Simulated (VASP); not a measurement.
Set up this calculation in VASP 6.6.1, as the native input.

```
Task                   : single point
Functional             : PBE
Potentials or basis    : VASP PAW PBE potentials, release 64 (Co)
Cutoff                 : 520 eV
k mesh                 : 24 × 24 × 14
Occupations            : gaussian, width 0.15 eV
Spin                   : collinear spin, ferromagnetic start
Starting moments       : [1.95, 1.95] μB
Dipole correction      : no
Further INCAR settings : ALGO = Normal; EDIFF = 1e-07; NBANDS = 20
```

The structure of Co lies in POSCAR:

```
Co
1.0
    2.5535120191      0.0000000000      0.0000000000
   -1.2767560096      2.2114062774      0.0000000000
    0.0000000000      0.0000000000      3.9811661382
Co
2
Direct
    0.3333333333      0.6666666667      0.2500000000
    0.6666666667      0.3333333333      0.7500000000
```

This cell differs from its parent crystal: ratio of the length along z to the lengths across it x 0.96, volume and fractional coordinates fixed.

The input as run:

INCAR

```
ALGO = Normal
EDIFF = 1E-7
ENCUT = 520
GGA = PE
ISIF = 2
ISMEAR = 0
ISPIN = 2
LASPH = True
LCHARG = True
LELF = True
LMAXMIX = 4
LORBIT = 11
LREAL = False
LVHAR = True
LWAVE = False
MAGMOM = 1.95 1.95
NBANDS = 20
NELM = 150
PREC = Accurate
SIGMA = 0.15
```

KPOINTS

```
k-points
0
Gamma
  24 24 14
```

Potentials or basis: VASP PAW PBE potentials, release 64 (Co).

Command:

```sh
$ cat potpaw_PBE.64/Co/POTCAR > POTCAR
$ mpirun -np 1 vasp_std > vasp.out
```

It gave:

| Quantity | Value |
| --- | --- |
| Pressure | -7.1 GPa |
| Net moment | 3.24 μB per cell |
| Site moments | Co +1.65 μB |
| Valence electrons inside the program's atomic spheres | Co 8.21 |

It took 4.6 min on 1 thread of AMD EPYC 9R45 96-Core Processor (Zen 5), with other jobs on the host, peak memory 0.36 GiB.
